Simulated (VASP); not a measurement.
# VN in VASP: single point with PBEsol

Aim: the single point of VN with PBEsol.

Program: VASP 6.6.1. These are calculated values, not measurements. Logs are shortened: lines on timing, memory, paths and dates and some standing lists are left out, and cuts for length are marked.

## 1. The cell of the first run

The cell holds a slab with vacuum, 16 atoms: a = 2.880 Å, b = 4.073 Å, c = 25.080 Å, α = 90.00°, β = 90.00°, γ = 90.00°.

## 2. Single point, PBEsol

File INCAR:

```
SYSTEM = VN
  PREC = Accurate
  ENCUT = 520
  EDIFF = 1E-6
  ISMEAR = 0
  SIGMA = 0.1
  LREAL = .FALSE.
  LASPH = .TRUE.
  NELM = 120
  ALGO = Normal
  ISIF = 2
  LWAVE = .FALSE.
  LCHARG = .FALSE.
  LDIPOL = .TRUE.
  IDIPOL = 3
  DIPOL = 0.5 0.5 0.500
  GGA = PS
  NBANDS = 86
  GGA_COMPAT = .FALSE.
  NELMDL = -8
```

File KPOINTS:

```
regular mesh
0
G
  12 9 1
  0 0 0
```

File POSCAR:

```
VN
1.0
    2.8799338822      0.0000000000      0.0000000000
    0.0000000000      4.0728415550      0.0000000000
    0.0000000000      0.0000000000     25.0797685878
V N
8 8
Direct
    0.5000000000      0.5000000000      0.3071720283
    0.0000000000      0.0000000000      0.3479502030
    0.5000000000      0.5000000000      0.4178986719
    0.0000000000      0.0000000000      0.4659999101
    0.5000000000      0.5000000000      0.5339997496
    0.0000000000      0.0000000000      0.5821014891
    0.5000000000      0.5000000000      0.6520497346
    0.0000000000      0.0000000000      0.6928283424
    0.5000000000      0.0000000000      0.2953312802
    0.0000000000      0.5000000000      0.3567380010
    0.5000000000      0.0000000000      0.4099219062
    0.0000000000      0.5000000000      0.4735271617
    0.5000000000      0.0000000000      0.5264726541
    0.0000000000      0.5000000000      0.5900779218
    0.5000000000      0.0000000000      0.6432623861
    0.0000000000      0.5000000000      0.7046685598
```

Potentials or basis: VASP PAW PBE potentials, release 64 (V_sv, N).

Run with:

```sh
> cat potpaw_PBE.64/V_sv/POTCAR potpaw_PBE.64/N/POTCAR > POTCAR
> mpirun -np 1 vasp_std > vasp.out
```

OUTCAR:

```text
SYSTEM = VN
   PREC = Accurate
   ENCUT = 520
   EDIFF = 1E-6
   ISMEAR = 0
   LREAL = .FALSE.
   LASPH = .TRUE.
   NELM = 120
   ISIF = 2
   GGA = PS
   NELMDL = -8

 ion  position               nearest neighbor table
   1  0.500  0.500  0.307-  10 1.90  10 1.90   9 2.06   9 2.06   2 2.70   2 2.70   2 2.70   2 2.70
                             3 2.78
   2  0.000  0.000  0.348-   9 1.95   9 1.95  10 2.05  10 2.05  11 2.12  11 2.12   1 2.70   1 2.70
                             1 2.70   1 2.70
   3  0.500  0.500  0.418-  12 2.00  12 2.00  11 2.05  11 2.05  10 2.10  10 2.10   4 2.77   4 2.77
                             4 2.77   4 2.77   1 2.78   5 2.91
   4  0.000  0.000  0.466-  11 2.01  11 2.01  12 2.05  12 2.05  13 2.09  13 2.09   3 2.77   3 2.77
                             3 2.77   3 2.77   6 2.91
   5  0.500  0.500  0.534-  14 2.01  14 2.01  13 2.05  13 2.05  12 2.09  12 2.09   6 2.77   6 2.77
                             6 2.77   6 2.77   3 2.91
   6  0.000  0.000  0.582-  13 2.00  13 2.00  14 2.05  14 2.05  15 2.10  15 2.10   5 2.77   5 2.77
                             5 2.77   5 2.77   8 2.78   4 2.91
   7  0.500  0.500  0.652-  16 1.95  16 1.95  15 2.05  15 2.05  14 2.12  14 2.12   8 2.70   8 2.70
                             8 2.70   8 2.70
   8  0.000  0.000  0.693-  15 1.90  15 1.90  16 2.06  16 2.06   7 2.70   7 2.70   7 2.70   7 2.70
                             6 2.78
   9  0.500  0.000  0.295-   2 1.95   2 1.95   1 2.06   1 2.06
  10  0.000  0.500  0.357-   1 1.90   1 1.90   2 2.05   2 2.05   3 2.10   3 2.10
  11  0.500  0.000  0.410-   4 2.01   4 2.01   3 2.05   3 2.05   2 2.12   2 2.12
  12  0.000  0.500  0.474-   3 2.00   3 2.00   4 2.05   4 2.05   5 2.09   5 2.09
  13  0.500  0.000  0.526-   6 2.00   6 2.00   5 2.05   5 2.05   4 2.09   4 2.09
  14  0.000  0.500  0.590-   5 2.01   5 2.01   6 2.05   6 2.05   7 2.12   7 2.12
  15  0.500  0.000  0.643-   8 1.90   8 1.90   7 2.05   7 2.05   6 2.10   6 2.10
  16  0.000  0.500  0.705-   7 1.95   7 1.95   8 2.06   8 2.06

  LATTYP: Found a simple orthorhombic cell.
 ALAT       =     2.8799338822
 B/A-ratio  =     1.4142135624
 C/A-ratio  =     8.7084529068

  Lattice vectors:

 A1 = (   2.8799338822,   0.0000000000,   0.0000000000)
 A2 = (   0.0000000000,   4.0728415550,   0.0000000000)
 A3 = (   0.0000000000,   0.0000000000,  25.0797685878)

Analysis of symmetry for initial positions (statically):
=====================================================================
 Subroutine PRICEL returns:
 Original cell was already a primitive cell.

 Routine SETGRP: Setting up the symmetry group for a
 simple orthorhombic supercell.

 Subroutine GETGRP returns: Found  8 space group operations
 (whereof  4 operations were pure point group operations)
 out of a pool of  8 trial point group operations.

The static configuration has the point symmetry C_2v.
 The point group associated with its full space group is D_2h.

Analysis of symmetry for dynamics (positions and initial velocities):
=====================================================================
 Subroutine PRICEL returns:
 Original cell was already a primitive cell.

 Routine SETGRP: Setting up the symmetry group for a
 simple orthorhombic supercell.

 Subroutine GETGRP returns: Found  8 space group operations
 (whereof  4 operations were pure point group operations)
 out of a pool of  8 trial point group operations.

The dynamic configuration has the point symmetry C_2v.
 The point group associated with its full space group is D_2h.

 Subroutine INISYM returns: Found  8 space group operations
 (whereof  4 operations are pure point group operations),
 and found     1 'primitive' translations

----------------------------------------------------------------------------------------

                                     Primitive cell

  volume of cell :     294.1735

  direct lattice vectors                    reciprocal lattice vectors
     2.879933882  0.000000000  0.000000000     0.347230194  0.000000000  0.000000000
     0.000000000  4.072841555  0.000000000     0.000000000  0.245528825  0.000000000
     0.000000000  0.000000000 25.079768588     0.000000000  0.000000000  0.039872776

  length of vectors
     2.879933882  4.072841555 25.079768588     0.347230194  0.245528825  0.039872776

  position of ions in fractional coordinates (direct lattice)
     0.500000000  0.500000000  0.307172028
     0.000000000  0.000000000  0.347950203
[... 47 lines left out ...]
     0.000000000  0.000000000  0.039872776     0.000000000  0.000000000  1.000000000

  Length of vectors
     0.028935849  0.027280981  0.039872776

  Shift w.r.t. Gamma in fractional coordinates (k-lattice)
     0.000000000  0.000000000  0.000000000

 Subroutine IBZKPT returns following result:
 ===========================================

 Found     35 irreducible k-points:

 Following reciprocal coordinates:
            Coordinates               Weight
  0.000000  0.000000  0.000000      1.000000
  0.083333  0.000000  0.000000      2.000000
  0.166667  0.000000  0.000000      2.000000
  0.250000  0.000000  0.000000      2.000000
  0.333333  0.000000  0.000000      2.000000
  0.416667  0.000000  0.000000      2.000000
[... 16 lines left out ...]
  0.083333  0.333333  0.000000      4.000000
  0.166667  0.333333  0.000000      4.000000
 [... further k-points ...]
   k-points           NKPTS =     35   k-points in BZ     NKDIM =     35   number of bands    NBANDS=     86
   number of dos      NEDOS =    301   number of ions     NIONS =     16
   total plane-waves  NPLWV = 138240
   dimension x,y,z NGX =    24 NGY =   30 NGZ =  192
   dimension x,y,z NGXF=    48 NGYF=   60 NGZF=  384
   ions per type =               8   8
   NGX,Y,Z   is equivalent  to a cutoff of  13.85, 12.25, 12.73 a.u.
   NGXF,Y,Z  is equivalent  to a cutoff of  27.71, 24.49, 25.45 a.u.
 SYSTEM =  VN
   PREC   = accura    normal or accurate (medium, high low for compatibility)
   ISTART =      0    job   : 0-new  1-cont  2-samecut
   ICHARG =      2    charge: 1-file 2-atom 10-const
   ISPIN  =      1    spin polarized calculation?
   LNONCOLLINEAR =      F non collinear calculations
   LSORBIT =      F    spin-orbit coupling
   LASPH  =      T    aspherical Exc in radial PAW
   ENCUT  =  520.0 eV  38.22 Ry    6.18 a.u.   5.35  7.57 46.63*2*pi/ulx,y,z
   NELM   =    120;   NELMIN=  2; NELMDL= -8     # of ELM steps
   EDIFF  = 0.1E-05   stopping-criterion for ELM
   LREAL  =      F    real-space projection
   EDIFFG = 0.1E-04   stopping-criterion for IOM
   NSW    =      0    number of steps for IOM
   IBRION =     -1    ionic relax: 0-MD 1-quasi-New 2-CG
   NFREE  =      0    steps in history (QN), initial steepest desc. (CG)
   ISIF   =      2    stress and relaxation
   ISYM   =      2    0-nonsym 1-usesym 2-fastsym
   POTIM  = 0.5000    time-step for ionic-motion
   TEBEG  =    0.0;   TEEND  =   0.0 temperature during run
   PSTRESS=    0.0 pullay stress
   NELECT =     144.0000    total number of electrons
   NUPDOWN=      -1.0000    fix difference up-down
   EMIN   =  10.00;   EMAX   =-10.00  energy-range for DOS
   EFERMI =   0.00;   METHOD = LEGACY
   ISMEAR =     0;   SIGMA  =   0.10  broadening in eV -4-tet -1-fermi 0-gaus
   EFERMI_NEDOS =   21; number of points for ismear=-14 and -15
   IALGO  =     38    algorithm
   IMIX   =      4    mixing-type and parameters
     AMIX     =   0.40;   BMIX     =  1.00
     AMIX_MAG =   1.60;   BMIX_MAG =  1.00
  volume/ion in A,a.u.               =      18.39       124.07
  Fermi-wavevector in a.u.,A,eV,Ry     =   1.290212  2.438148 22.648904  1.664648
  Thomas-Fermi vector in A             =   2.422058
   LORBIT       =      0    0 simple, 1 ext, 2 COOP (PROOUT), +10 PAW based schemes
   GGA     = PS    functional components
   LHFCALC =     F    Hartree Fock is set to
   AEXX    =    0.0000 exact exchange contribution
   IVDW    =     0    specifies the selected vdW correction
   LEPSILON=     F    determine dielectric tensor
   LRPA    =     F    only Hartree local field effects (RPA)
 non-spin polarized calculation
 Gauss-broadening in eV      SIGMA  =   0.10
  energy-cutoff  :      520.00
  volume of cell :      294.17
 maximum number of plane-waves:      7971
 NGX is ok and might be reduce to    24
   NGX = 11   NGY = 15   NGZ = 93

 dipolmoment           0.000000      0.000000     -0.000000 electrons x Angstroem

 number of electron     143.9999965 magnetization

 dipolmoment           0.000000      0.000000      0.000474 electrons x Angstroem

 Free energy of the ion-electron system (eV)
  ---------------------------------------------------
  ext. energy  EPLUGINS =         0.00000000
  ---------------------------------------------------
  free energy    TOTEN  =      -161.38518499 eV

  energy without entropy =     -161.31245682  energy(sigma->0) =     -161.34882090

 E-fermi :   3.3327     XC(G=0):  -7.2168

 val. band max:        3.3324906738   @ k =   0.1667   0.1111   0.0000
 cond. band min:       3.3365211259   @ k =   0.4167   0.3333   0.0000
 fundamental gap:      0.0040304522
 Fermi energy:         3.3326975979

 k-point     1 :       0.0000    0.0000    0.0000
  band No.  band energies     occupation
      1     -61.6972      2.00000
      2     -61.6722      2.00000
      3     -61.5950      2.00000
      4     -61.5861      2.00000
      5     -61.5736      2.00000
      6     -61.5682      2.00000
[... 2077 lines left out ...]
     83       4.5026      0.00000
     84       4.5436      0.00000

 [... further k-points ...]

 [bands above 84 left out]

------------------------ aborting loop because EDIFF is reached ----------------------------------------

 vacuum level on the upper side and lower side of the slab       (xc-potential included)        -0.241        -0.248

  FORCE on cell =-STRESS in cart. coord.  units (eV):
  Direction    XX          YY          ZZ          XY          YZ          ZX
  --------------------------------------------------------------------------------------
  -------------------------------------------------------------------------------------
  Total        3.6089271    -18.1769191      0.5343742      0.0000000      0.0000000      0.0000000
  in kB       19.6555469    -98.9982004      2.9103991      0.0000000      0.0000000      0.0000000
  external PRESSURE =     -25.4774181 kB  Pullay stress =       0.0000000 kB

 VOLUME and BASIS-vectors are now :
 -----------------------------------------------------------------------------
  energy-cutoff  :      520.00
  volume of cell :      294.17
      direct lattice vectors                 reciprocal lattice vectors
     2.879933882  0.000000000  0.000000000     0.347230194  0.000000000  0.000000000
     0.000000000  4.072841555  0.000000000     0.000000000  0.245528825  0.000000000
     0.000000000  0.000000000 25.079768588     0.000000000  0.000000000  0.039872776

 POSITION                                       TOTAL-FORCE (eV/Angst)
 -----------------------------------------------------------------------------------
      1.43997      2.03642      7.70380         0.000000      0.000000     -0.058858
      0.00000      0.00000      8.72651         0.000000      0.000000      0.023323
      1.43997      2.03642     10.48080         0.000000      0.000000     -0.011834
      0.00000      0.00000     11.68717         0.000000      0.000000      0.008050
      1.43997      2.03642     13.39259         0.000000      0.000000     -0.008050
      0.00000      0.00000     14.59897         0.000000      0.000000      0.011834
[... 8 lines left out ...]
      1.43997      0.00000     16.13287         0.000000      0.000000     -0.019392
      0.00000      2.03642     17.67292         0.000000      0.000000      0.040514
 -----------------------------------------------------------------------------------
    total drift:                                0.000000     -0.000000      0.166434

  FREE ENERGIE OF THE ION-ELECTRON SYSTEM (eV)
  ---------------------------------------------------
  free  energy   TOTEN  =      -161.3851849911 eV

  energy  without entropy=     -161.3124568151  energy(sigma->0) =     -161.34882090

 vacuum level on the upper side and lower side of the slab         7.296         7.289
```

It took 63 min on 1 thread of Oxide Virtual Turin-like, shared host; peak memory 0.72 GiB.

Results:

* Free energy: -161.3852 eV
* Largest force: 0.059 eV/Å
* Band gap on the k mesh: zero (bands 72 and 73 overlap by 0.88 eV)

Forces on the atoms (eV/Å):
```
V    0.000  0.000 -0.059
V    0.000  0.000  0.023
V    0.000  0.000 -0.012
V    0.000  0.000  0.008
V    0.000  0.000 -0.008
V    0.000  0.000  0.012
V    0.000  0.000 -0.023
V    0.000  0.000  0.059
N    0.000  0.000 -0.041
N    0.000  0.000  0.019
N    0.000  0.000 -0.002
N    0.000  0.000  0.011
N    0.000  0.000 -0.011
N    0.000  0.000  0.002
N    0.000  0.000 -0.019
N    0.000  0.000  0.041
```

Caveat: the PAW data sets were made with another functional, which shifts forces and pressure a little; the run has no spin polarisation, though such a crystal can be magnetic.
